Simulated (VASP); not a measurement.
# Al (a cell with a defect) in VASP: further runs

Al (a cell with a defect) is run at these levels: r2SCAN; tasks: single point.

Everything below comes from runs of VASP 6.6.1. Logs are shortened: lines on timing, memory, paths and dates and some standing lists are left out, and cuts for length are marked.

### 1 The cell of the first run

The cell holds a defect, 33 atoms: a = 8.100 Å, b = 8.100 Å, c = 8.100 Å, α = 90.00°, β = 90.00°, γ = 90.00°.

### 2 Single point, r2SCAN

POSCAR reads:

```
Al
1.0
    8.1000000000      0.0000000000      0.0000000000
    0.0000000000      8.1000000000      0.0000000000
    0.0000000000      0.0000000000      8.1000000000
Al
33
Direct
    0.5188888889      0.0100000000     -0.0071111111
    0.7638888889      0.2448765432      0.0024938272
    0.7566172840      0.0090370370      0.2400987654
    0.0266172840     -0.0008395062      0.0057283951
    0.2488765432      0.2388641975      0.0498888889
    0.5070987654      0.4505802469     -0.0059506173
    0.7713209877      0.7597777778      0.0052592593
    0.2444691358     -0.0079012346      0.2716543210
    0.4969382716      0.2442469136      0.2500987654
    0.7258148148      0.5101481481      0.2459629630
    0.5211728395      0.0206419753      0.5066666667
    0.7694691358      0.2552592593      0.4444814815
    0.7783456790     -0.0306790123      0.7471851852
    0.0237777778      0.4967407407     -0.0055061728
    0.2820987654      0.7306666667      0.0261481481
   -0.0153703704      0.2480493827      0.2362962963
    0.2667530864      0.5082222222      0.2543086420
    0.5066049383      0.7704567901      0.2477407407
   -0.0182592593      0.0057530864      0.5104938272
    0.2547283951      0.2526913580      0.4851358025
    0.5132098765      0.5044320988      0.5117901235
    0.7438271605      0.7516913580      0.5015432099
    0.2513209877     -0.0390246914      0.7511851852
    0.3498271605      0.2458641975      0.7759135802
    0.7709135802      0.5351975309      0.7496419753
    0.0182592593      0.7387530864      0.2539876543
   -0.0086790123      0.4960246914      0.4801604938
    0.2543827160      0.7460864198      0.4930740741
    0.0016049383      0.2671604938      0.7521111111
    0.2425432099      0.5390864198      0.7258888889
    0.5053086420      0.7453703704      0.7791358025
    0.0279012346      0.7540246914      0.7504444444
    0.6452345679      0.2496790123      0.7127654321
```

INCAR.step1 reads:

```
  ALGO = Normal
  EDIFF = 1E-5
  ENCUT = 440
  GGA = PE
  GGA_COMPAT = F
  ISMEAR = -1
  LASPH = T
  LCHARG = F
  LREAL = Auto
  LWAVE = T
  NBANDS = 72
  NELM = 120
  PREC = Accurate
  SIGMA = 0.15
```

INCAR.step2 reads:

```
  ALGO = Normal
  EDIFF = 1E-6
  ENCUT = 440
  GGA_COMPAT = F
  ISIF = 2
  ISMEAR = -1
  ISTART = 1
  LASPH = T
  LCHARG = F
  LMIXTAU = T
  LREAL = Auto
  LWAVE = F
  METAGGA = R2SCAN
  NBANDS = 72
  NELM = 120
  PREC = Accurate
  SIGMA = 0.15
```

KPOINTS reads:

```
k-points
0
Gamma
  2 2 2
```

Potentials or basis: VASP PAW PBE potentials, release 64 (Al).

Launch:

```sh
$ cat potpaw_PBE.64/Al/POTCAR > POTCAR
$ cp INCAR.step1 INCAR
$ mpirun -np 1 vasp_std > vasp.out
$ cp INCAR.step2 INCAR
$ mpirun -np 1 vasp_std > vasp.out
```

OUTCAR:

```text
EDIFF = 1E-6
   ENCUT = 440
   ISIF = 2
   ISMEAR = -1
   ISTART = 1
   LASPH = T
   LREAL = Auto
   METAGGA = R2SCAN
   NELM = 120
   PREC = Accurate

 ion  position               nearest neighbor table
   1  0.519  0.010  0.993-   2 2.75  31 2.76   3 2.78   9 2.82  18 2.83   7 2.88   5 2.90  13 2.91
                            24 2.93  23 2.95  15 2.98  33 3.16   8 3.17
   2  0.764  0.245  0.002-  33 2.54  16 2.60   6 2.67   3 2.71   1 2.75  29 2.80   4 2.91  14 2.93
                            10 2.93   9 2.95  13 3.05  25 3.12
   3  0.757  0.009  0.240-  12 2.59  16 2.68   2 2.71   7 2.78   1 2.78  18 2.80   9 2.84  19 2.85
                            11 2.88   4 2.90  22 2.97  26 3.05
   4  0.027  0.999  0.006-   5 2.67  23 2.77  16 2.77   8 2.79   7 2.83  32 2.87   3 2.90  13 2.91
                             2 2.91  26 2.92  29 3.00  15 3.01
   5  0.249  0.239  0.050-  24 2.37   9 2.58  16 2.62   4 2.67   8 2.69   6 2.74  17 2.74  14 2.81
                             1 2.90  29 3.14  23 3.30
   6  0.507  0.451  0.994-   9 2.66   2 2.67  24 2.74   5 2.74  10 2.74  17 2.91  15 2.92  31 2.96
                            25 2.99  33 3.02  30 3.13   7 3.30  18 3.31
   7  0.771  0.760  0.005-  13 2.69  25 2.76   3 2.78  31 2.83  10 2.83   4 2.83  26 2.84   1 2.88
                            18 2.91  32 2.93  14 2.95   6 3.30
   8  0.244  0.992  0.272-  28 2.68   5 2.69  20 2.73  26 2.75   4 2.79  18 2.79  19 2.88   9 2.90
                            15 2.92  11 2.95  16 2.97   1 3.17
   9  0.497  0.244  0.250-   5 2.58   6 2.66  12 2.71  20 2.73  11 2.76   1 2.82  17 2.84   3 2.84
[... 25 lines left out ...]
  22  0.744  0.752  0.502-  13 2.67  25 2.68  21 2.74  18 2.82  19 2.82  11 2.83  10 2.85  27 2.89
                            31 2.96   3 2.97  26 3.00  32 3.06
  23  0.251  0.961  0.751-  24 2.45  32 2.47  31 2.71  28 2.72   4 2.77  15 2.92   1 2.95  19 2.95
                            11 2.99  20 3.20  29 3.20   5 3.30
  24  0.350  0.246  0.776-   5 2.37  33 2.45  23 2.45  20 2.48  30 2.56   6 2.74  29 2.83   1 2.93
                            11 3.16  21 3.27
  25  0.771  0.535  0.750-  33 2.54  22 2.68  32 2.73  31 2.75   7 2.76  27 2.84  21 2.85  29 2.86
                            14 2.87   6 2.99   2 3.12  12 3.35
  26  0.018  0.739  0.254-  27 2.70  28 2.72  17 2.75   8 2.75  15 2.82   7 2.84  14 2.87   4 2.92
                            22 3.00  10 3.01  19 3.01   3 3.05
  27  0.991  0.496  0.480-  12 2.67  26 2.70  16 2.82  25 2.84  30 2.87  10 2.87  29 2.88  17 2.89
                            22 2.89  20 2.90  28 2.94  32 3.04
  28  0.254  0.746  0.493-  30 2.53   8 2.68  23 2.72  26 2.72  17 2.73  32 2.78  18 2.86  21 2.87
                            27 2.94  19 3.05  31 3.08  11 3.10
  29  0.002  0.267  0.752-  14 2.71   2 2.80  24 2.83  25 2.86  27 2.88  19 2.89  33 2.91  30 2.95
                            20 2.98   4 3.00  13 3.02  12 3.12   5 3.14  23 3.20
  30  0.243  0.539  0.726-  32 2.47  28 2.53  24 2.56  31 2.74  21 2.81  14 2.83  27 2.87  15 2.90
                            29 2.95  20 3.03   6 3.13
  31  0.505  0.745  0.779-  15 2.70  23 2.71  30 2.74  25 2.75   1 2.76   7 2.83  13 2.87  21 2.92
                             6 2.96  22 2.96  28 3.08  11 3.14
  32  0.028  0.754  0.750-  23 2.47  30 2.47  13 2.67  25 2.73  28 2.78  19 2.84   4 2.87  14 2.87
                             7 2.93  27 3.04  15 3.04  22 3.06
  33  0.645  0.250  0.713-  12 2.40  24 2.45  13 2.53   2 2.54  25 2.54  11 2.69  21 2.84  29 2.91
                             6 3.02   1 3.16

  LATTYP: Found a simple cubic cell.
 ALAT       =     8.1000000000

  Lattice vectors:

 A1 = (   8.1000000000,   0.0000000000,   0.0000000000)
 A2 = (   0.0000000000,   8.1000000000,   0.0000000000)
 A3 = (   0.0000000000,   0.0000000000,   8.1000000000)

Analysis of symmetry for initial positions (statically):
=====================================================================
 Subroutine PRICEL returns:
 Original cell was already a primitive cell.

 Routine SETGRP: Setting up the symmetry group for a
 simple cubic supercell.

 Subroutine GETGRP returns: Found  1 space group operations
 (whereof  1 operations were pure point group operations)
 out of a pool of 48 trial point group operations.

The static configuration has the point symmetry C_1 .

Analysis of symmetry for dynamics (positions and initial velocities):
=====================================================================
 Subroutine PRICEL returns:
 Original cell was already a primitive cell.

 Routine SETGRP: Setting up the symmetry group for a
 simple cubic supercell.

 Subroutine GETGRP returns: Found  1 space group operations
 (whereof  1 operations were pure point group operations)
 out of a pool of 48 trial point group operations.

The dynamic configuration has the point symmetry C_1 .

 Subroutine INISYM returns: Found  1 space group operations
[... 99 lines left out ...]
     0.061728395  0.000000000  0.000000000     0.500000000  0.000000000  0.000000000
     0.000000000  0.061728395  0.000000000     0.000000000  0.500000000  0.000000000
     0.000000000  0.000000000  0.061728395     0.000000000  0.000000000  0.500000000

  Length of vectors
     0.061728395  0.061728395  0.061728395

  Shift w.r.t. Gamma in fractional coordinates (k-lattice)
     0.000000000  0.000000000  0.000000000

 Subroutine IBZKPT returns following result:
 ===========================================

 Found      8 irreducible k-points:

 Following reciprocal coordinates:
            Coordinates               Weight
  0.000000  0.000000  0.000000      1.000000
  0.500000  0.000000  0.000000      1.000000
  0.000000  0.500000  0.000000      1.000000
  0.000000  0.000000  0.500000      1.000000
  0.500000  0.500000  0.000000      1.000000
  0.000000  0.500000  0.500000      1.000000
  0.500000  0.000000  0.500000      1.000000
  0.500000  0.500000  0.500000      1.000000
   k-points           NKPTS =      8   k-points in BZ     NKDIM =      8   number of bands    NBANDS=     72
   number of dos      NEDOS =    301   number of ions     NIONS =     33
   total plane-waves  NPLWV = 175616
   dimension x,y,z NGX =    56 NGY =   56 NGZ =   56
   dimension x,y,z NGXF=   112 NGYF=  112 NGZF=  112
   ions per type =              33
   NGX,Y,Z   is equivalent  to a cutoff of  11.49, 11.49, 11.49 a.u.
   NGXF,Y,Z  is equivalent  to a cutoff of  22.99, 22.99, 22.99 a.u.
 SYSTEM =  unknown system
   PREC   = accura    normal or accurate (medium, high low for compatibility)
   ISTART =      1    job   : 0-new  1-cont  2-samecut
   ICHARG =      0    charge: 1-file 2-atom 10-const
   ISPIN  =      1    spin polarized calculation?
   LNONCOLLINEAR =      F non collinear calculations
   LSORBIT =      F    spin-orbit coupling
   LASPH  =      T    aspherical Exc in radial PAW
   ENCUT  =  440.0 eV  32.34 Ry    5.69 a.u.  13.85 13.85 13.85*2*pi/ulx,y,z
   NELM   =    120;   NELMIN=  2; NELMDL=  0     # of ELM steps
   EDIFF  = 0.1E-05   stopping-criterion for ELM
   LREAL  =      T    real-space projection
   EDIFFG = 0.1E-04   stopping-criterion for IOM
   NSW    =      0    number of steps for IOM
   IBRION =     -1    ionic relax: 0-MD 1-quasi-New 2-CG
   NFREE  =      0    steps in history (QN), initial steepest desc. (CG)
   ISIF   =      2    stress and relaxation
   ISYM   =      2    0-nonsym 1-usesym 2-fastsym
   POTIM  = 0.5000    time-step for ionic-motion
   TEBEG  =    0.0;   TEEND  =   0.0 temperature during run
   PSTRESS=    0.0 pullay stress
   NELECT =      99.0000    total number of electrons
   NUPDOWN=      -1.0000    fix difference up-down
   EMIN   =  10.00;   EMAX   =-10.00  energy-range for DOS
   EFERMI =   0.00;   METHOD = LEGACY
   ISMEAR =    -1;   SIGMA  =   0.15  broadening in eV -4-tet -1-fermi 0-gaus
   EFERMI_NEDOS =   21; number of points for ismear=-14 and -15
   IALGO  =     38    algorithm
   IMIX   =      4    mixing-type and parameters
     AMIX     =   0.40;   BMIX     =  1.00
     AMIX_MAG =   1.60;   BMIX_MAG =  1.00
  volume/ion in A,a.u.               =      16.10       108.68
  Fermi-wavevector in a.u.,A,eV,Ry     =   0.934978  1.766853 11.894002  0.874184
  Thomas-Fermi vector in A             =   2.061839
   LORBIT       =      0    0 simple, 1 ext, 2 COOP (PROOUT), +10 PAW based schemes
   METAGGA = R2SCAN    functional components
   LHFCALC =     F    Hartree Fock is set to
   AEXX    =    0.0000 exact exchange contribution
   IVDW    =     0    specifies the selected vdW correction
   LEPSILON=     F    determine dielectric tensor
   LRPA    =     F    only Hartree local field effects (RPA)
 non-spin polarized calculation
  energy-cutoff  :      440.00
  volume of cell :      531.44
 maximum number of plane-waves:     11152
 NGX is ok and might be reduce to    56
   NGX = 27   NGY = 27   NGZ = 27

 number of electron      99.0000000 magnetization

 Free energy of the ion-electron system (eV)
  ---------------------------------------------------
  ext. energy  EPLUGINS =         0.00000000
  ---------------------------------------------------
  free energy    TOTEN  =      -218.60271542 eV

  energy without entropy =     -217.86074334  energy(sigma->0) =     -218.23172938

 E-fermi :   7.9532     XC(G=0): -10.9799

 val. band max:        7.9131882623   @ k =   0.0000   0.5000   0.0000
 cond. band min:       7.9712134652   @ k =   0.0000   0.0000   0.5000
 fundamental gap:      0.0580252029
 Fermi energy:         7.9532184748

 k-point     1 :       0.0000    0.0000    0.0000
  band No.  band energies     occupation
      1      -3.8031      2.00000
      2      -1.7548      2.00000
      3      -1.5942      2.00000
      4      -1.4539      2.00000
      5      -1.3367      2.00000
      6      -1.2398      2.00000
[... 501 lines left out ...]
     60      11.1713      0.00000
     61      11.2642      0.00000
 [bands above 61 left out]

------------------------ aborting loop because EDIFF is reached ----------------------------------------

  FORCE on cell =-STRESS in cart. coord.  units (eV):
  Direction    XX          YY          ZZ          XY          YZ          ZX
  --------------------------------------------------------------------------------------
  -------------------------------------------------------------------------------------
  Total        8.7027666      9.3035263     12.7695689      1.2460816     -1.7329043     -2.0536156
  in kB       26.2369206     28.0480784     38.4974322      3.7566609     -5.2243241     -6.1911977
  external PRESSURE =      30.9274771 kB  Pullay stress =       0.0000000 kB

 VOLUME and BASIS-vectors are now :
 -----------------------------------------------------------------------------
  energy-cutoff  :      440.00
  volume of cell :      531.44
      direct lattice vectors                 reciprocal lattice vectors
     8.100000000  0.000000000  0.000000000     0.123456790  0.000000000  0.000000000
     0.000000000  8.100000000  0.000000000     0.000000000  0.123456790  0.000000000
     0.000000000  0.000000000  8.100000000     0.000000000  0.000000000  0.123456790

 POSITION                                       TOTAL-FORCE (eV/Angst)
 -----------------------------------------------------------------------------------
      4.20300      0.08100      8.04240        -0.382077      0.001860     -0.122896
      6.18750      1.98350      0.02020         0.442456      0.137364      0.255446
      6.12860      0.07320      1.94480         0.002452     -0.914257      0.053751
      0.21560      8.09320      0.04640        -0.436741     -0.398363     -0.173386
      2.01590      1.93480      0.40410        -0.640707      0.072926      0.729670
      4.10750      3.64970      8.05180        -0.183946      0.995245     -0.629250
[... 25 lines left out ...]
      0.22600      6.10760      6.07860        -1.452683     -0.158468      0.209034
      5.22640      2.02240      5.77340        -0.381028      0.247454      0.778006
 -----------------------------------------------------------------------------------
    total drift:                                0.010963     -0.015979     -0.013598

  FREE ENERGIE OF THE ION-ELECTRON SYSTEM (eV)
  ---------------------------------------------------
  free  energy   TOTEN  =      -218.6027154248 eV

  energy  without entropy=     -217.8607433358  energy(sigma->0) =     -218.23172938
```

Run time: 32 min. Hardware: 1 thread of Intel Xeon 8259CL, shared host; peak memory 0.53 GiB.

Results:

```yaml
Free_energy: -218.6027 eV
Pressure: 3.1 GPa
Largest_force: 1.489 eV/Å
Band_gap_on_the_k_mesh: zero (an odd number of electrons rules out a gap without spin polarisation)
```

Forces in eV/Å, atoms in the order of the input:
```
Al  -0.382  0.002 -0.123
Al   0.442  0.137  0.255
Al   0.002 -0.914  0.054
Al  -0.437 -0.398 -0.173
Al  -0.641  0.073  0.730
Al  -0.184  0.995 -0.629
Al  -0.042 -0.418  0.239
Al   0.205  0.100 -0.100
Al   0.418 -0.100  0.421
Al   0.601  0.200 -0.446
Al  -0.455 -0.560  0.120
Al  -0.447  0.243  0.392
Al  -0.377  0.014  0.843
Al  -0.357  0.259  0.290
Al  -0.684  0.547 -0.872
Al   1.442  0.356 -0.116
Al   0.015 -0.564  0.371
Al   0.391 -0.169  0.487
Al   1.063 -0.062 -0.758
Al  -0.777  0.086 -0.638
Al  -0.302 -0.230 -0.025
Al   0.267  0.134 -0.527
Al   0.384  0.131 -0.109
Al   0.427  0.426 -0.519
Al   0.248  0.049  0.328
Al  -0.685  0.429 -0.248
Al   0.356  0.173  0.293
Al   0.383  0.546 -0.223
Al   0.071 -0.486 -0.321
Al   0.451 -1.038  0.582
Al   0.435 -0.049 -0.564
Al  -1.453 -0.158  0.209
Al  -0.381  0.247  0.778
```

Caveat: the k points lie up to 0.39 Å⁻¹ apart, too coarse for converged energies and pressures of a metal; the PAW data sets were made with another functional, which shifts forces and pressure a little.

### 3 Single point, r2SCAN

POSCAR reads:

```
Al
1.0
    8.1000000000      0.0000000000      0.0000000000
    0.0000000000      8.1000000000      0.0000000000
    0.0000000000      0.0000000000      8.1000000000
Al
33
Direct
    0.5274691358     -0.0291728395      0.0201481481
    0.7389259259      0.2545555556      0.0154938272
    0.7846543210     -0.0063086420      0.2613209877
    0.0085925926      0.0251975309      0.0272839506
    0.2884691358      0.2479629630      0.0272962963
    0.5045679012      0.4914567901     -0.0062716049
    0.7826790123      0.7276049383      0.0201358025
    0.2763333333     -0.0032716049      0.2502345679
    0.5298395062      0.2434074074      0.2453456790
    0.7386543210      0.4942592593      0.2609382716
    0.5285432099     -0.0261234568      0.5200000000
    0.7661111111      0.2441358025      0.4765061728
    0.7681728395     -0.0354444444      0.7736049383
    0.0131728395      0.5113827160     -0.0364567901
    0.2639629630      0.7484691358      0.0187777778
    0.0126790123      0.2779506173      0.2285308642
    0.2862345679      0.4914567901      0.2471481481
    0.5398641975      0.7427654321      0.2500493827
    0.0230493827      0.0264074074      0.5054197531
    0.3061234568      0.2421604938      0.4539629630
    0.5234074074      0.5173086420      0.4990493827
    0.7635802469      0.7561604938      0.4807901235
    0.2834814815     -0.0321481481      0.7664320988
    0.1823580247      0.2738888889      0.7391358025
    0.7143209877      0.5197654321      0.7466419753
    0.0258765432      0.7374197531      0.2620000000
    0.0066172840      0.5055185185      0.5111604938
    0.2733827160      0.7652469136      0.4838765432
   -0.0975925926      0.2320246914      0.7349629630
    0.3021358025      0.5438765432      0.7564567901
    0.5417037037      0.7648641975      0.7778271605
    0.0282222222      0.7385925926      0.7276419753
    0.5098888889      0.2595555556      0.7032469136
```

INCAR.step1 reads:

```
SYSTEM = Al
  ALGO = Normal
  EDIFF = 1E-5
  ENCUT = 440
  GGA = PE
  GGA_COMPAT = .False.
  ISMEAR = -1
  LASPH = .True.
  LCHARG = .False.
  LREAL = Auto
  LWAVE = .True.
  NBANDS = 72
  NELM = 120
  PREC = Accurate
  SIGMA = 0.15
```

INCAR.step2 reads:

```
SYSTEM = Al
  ALGO = Normal
  EDIFF = 1E-6
  ENCUT = 440
  GGA_COMPAT = .False.
  ISIF = 2
  ISMEAR = -1
  ISTART = 1
  LASPH = .True.
  LCHARG = .False.
  LMIXTAU = .True.
  LREAL = Auto
  LWAVE = .False.
  METAGGA = R2SCAN
  NBANDS = 72
  NELM = 120
  PREC = Accurate
  SIGMA = 0.15
```

KPOINTS reads:

```
k-points
0
Gamma
  2 2 2
  0 0 0
```

Potentials or basis: VASP PAW PBE potentials, release 64 (Al).

Launch:

```sh
$ cat potpaw_PBE.64/Al/POTCAR > POTCAR
$ cp INCAR.step1 INCAR
$ mpirun -np 1 vasp_std > vasp.out
$ cp INCAR.step2 INCAR
$ mpirun -np 1 vasp_std > vasp.out
```

It took 25 min on 1 thread of Intel Xeon 8259CL, shared host; peak memory 0.52 GiB.

The run converged. Its results:

| Item | Value |
| --- | --- |
| Free energy | -217.5963 eV |
| Pressure | 4.1 GPa |
| Largest force | 2.301 eV/Å |
| Band gap on the k mesh | zero (an odd number of electrons rules out a gap without spin polarisation) |

Forces on the atoms (eV/Å):
```
Al  -0.004  1.072  0.132
Al   0.565 -0.196 -0.716
Al  -0.469  0.190 -0.330
Al   0.481 -0.745 -0.957
Al  -0.174 -0.627 -0.010
Al   0.564  0.373  0.785
Al  -0.114  0.538 -0.195
Al  -0.125 -0.258 -0.131
Al   0.106 -0.507  0.118
Al   1.354 -0.030 -0.562
Al  -0.128  0.798 -0.549
Al  -0.785  0.245 -1.033
Al   0.461  0.090 -0.089
Al   0.311 -0.998  0.382
Al  -0.093  0.047  0.015
Al   0.115  0.211  0.609
Al  -0.524  0.838  0.206
Al  -1.153  0.363 -0.172
Al   0.475 -0.415 -0.005
Al  -1.087  0.048  0.280
Al  -0.843  0.015 -0.444
Al   0.911 -0.453  1.099
Al  -0.221  0.196 -0.043
Al   0.594 -0.592 -0.303
Al   2.067 -0.993  0.201
Al  -0.043  0.109 -0.311
Al   0.224 -0.766 -0.343
Al  -0.022 -0.644  0.427
Al  -1.049  0.971  1.448
Al  -0.194  1.072 -0.664
Al  -1.356 -0.365 -0.460
Al  -0.373  0.990  0.376
Al   0.528 -0.576  1.236
```

Stress tensor (GPa, compression positive):
```
 4.79  0.56 -0.01
 0.56  3.39 -0.22
-0.01 -0.22  4.08
```

Levels at points of the mesh, in eV from the Fermi level:
| k point | band 46 | band 47 | band 48 | band 49 | band 50 | band 51 | band 52 | band 53 |
| --- | --- | --- | --- | --- | --- | --- | --- | --- |
| (0.00, 0.00, 0.00) | -0.33 | -0.16 | -0.07 | 0.06 | 0.23 | 0.44 | 0.61 | 0.77 |
| (0.50, 0.00, 0.00) | -0.55 | -0.51 | -0.40 | -0.27 | -0.16 | 0.06 | 0.21 | 0.62 |
| (0.00, 0.50, 0.00) | -0.48 | -0.45 | -0.28 | -0.20 | -0.13 | -0.06 | 0.14 | 0.56 |
| (0.00, 0.00, 0.50) | -0.49 | -0.42 | -0.23 | -0.17 | -0.10 | 0.04 | 0.10 | 0.56 |
| (0.50, 0.50, 0.00) | -0.52 | -0.37 | -0.17 | 0.51 | 0.73 | 0.79 | 0.90 | 0.98 |
| (0.00, 0.50, 0.50) | -0.45 | -0.39 | -0.30 | 0.54 | 0.58 | 0.84 | 0.95 | 0.99 |
| (0.50, 0.00, 0.50) | -0.43 | -0.34 | -0.17 | 0.51 | 0.72 | 0.79 | 0.87 | 0.92 |
| (0.50, 0.50, 0.50) | -0.68 | -0.67 | -0.60 | -0.54 | -0.50 | -0.45 | -0.43 | -0.33 |

Caveat: the k points lie up to 0.39 Å⁻¹ apart, too coarse for converged energies and pressures of a metal; the PAW data sets were made with another functional, which shifts forces and pressure a little.

(Part 1 of 2 ends here.)
